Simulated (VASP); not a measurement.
A run of VASP 6.6.1 is set up as follows.

File POSCAR:

```
InGaAs2
1.0
    4.3940012495      0.0000000000      0.0000000000
    0.0000000000      4.3940012495      0.0000000000
    0.0000000000      0.0000000000      5.9621480000
In Ga As
1 1 2
Direct
    0.0000000000      0.0000000000      0.5000000000
    0.5000000000      0.5000000000      0.0000000000
    0.5000000000      0.0000000000      0.7684750000
    0.0000000000      0.5000000000      0.2315250000
```

The input INCAR.step1:

```
SYSTEM = InGaAs2
PREC = Accurate ; ENCUT = 520
ISMEAR = 0 ; SIGMA = 0.03
LREAL = .FALSE. ; LASPH = .TRUE.
NELM = 80 ; NBANDS = 26
GGA = PE ; ALGO = Normal
EDIFF = 1E-4 ; LWAVE = .TRUE.
LCHARG = .FALSE.
```

INCAR.step2

```
SYSTEM = InGaAs2
PREC = Accurate ; ENCUT = 520
EDIFF = 1E-7 ; ISMEAR = 0
SIGMA = 0.03 ; LREAL = .FALSE.
LASPH = .TRUE. ; NELM = 80
ALGO = Normal ; ISIF = 2
LWAVE = .FALSE. ; LCHARG = .TRUE.
METAGGA = R2SCAN ; LMIXTAU = .TRUE.
LELF = .TRUE. ; LVHAR = .TRUE.
NBANDS = 26 ; ISTART = 1
```

File KPOINTS:

```
regular mesh
0
G
  8 8 6
  0 0 0
```

Potentials or basis: VASP PAW PBE potentials, release 64 (In_d, Ga_d, As).

Run with:

```console
$ cat potpaw_PBE.64/In_d/POTCAR potpaw_PBE.64/Ga_d/POTCAR potpaw_PBE.64/As/POTCAR > POTCAR
$ cp INCAR.step1 INCAR
$ mpirun -np 1 vasp_std > vasp.out
$ cp INCAR.step2 INCAR
$ mpirun -np 1 vasp_std > vasp.out
```

Question: What does it give for the largest force?

Answer: 0.020 eV/Å.

Question: Estimate the pressure.

Answer: -5.7 GPa.

Question: What does it give for the band gap on the k mesh?

Answer: 0.09 eV.

Forces on the atoms (eV/Å):
```
In   0.000  0.000  0.000
Ga   0.000  0.000  0.000
As   0.000  0.000 -0.020
As   0.000  0.000  0.020
```

Caveat: the cell differs from its parent crystal (strain +0.0400 x Voigt [1, 1, 0, 0, 0, 0]); the cell stands under tension; semilocal functionals underestimate gaps, and a narrow one can read as zero; the PAW data sets were made with another functional, which shifts forces and pressure a little; spin-orbit coupling is left out, which moves the levels of the heavy elements.
